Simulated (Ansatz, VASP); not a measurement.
**Si2Se: VASP beside Ansatz**

```
Si Se
1.0
     3.35026    0.00000    0.00000
    -1.67513    2.90141    0.00000
     0.00000    0.00000    6.05781
Si Se
2 1
Cartesian
  1.6751 0.9671 4.2458
  1.6751 0.9671 1.8120
  0.0000 0.0000 0.0000
```

Alike in both runs: functional PBE; k mesh 18 × 18 × 8; occupations gaussian, width 0.1 eV; no spin polarisation.

Ansatz relaxed the structure, and its values are those at the end. VASP's run is a single point on that final structure, the one shown.

```csv
,VASP,Ansatz
version,VASP 6.6.1,Ansatz 0.2.0
potentials or method,"VASP PAW PBE potentials, release 64 (Si, Se), cutoff 520 eV","scalar-relativistic, plane waves, PAW"
valence electrons in the cell,14,24
```

```tsv
	VASP	Ansatz	Ansatz less VASP
gap on the k mesh at the Fermi level (eV)	none	none	-
pressure (GPa)	0.0	0.0	-0.04
```

A gap of «none» marks a metal or a gap that the smearing closes. VASP's potentials hold 14 valence electrons a cell and Ansatz's 24, so a difference there can come from the potentials and not from the codes.
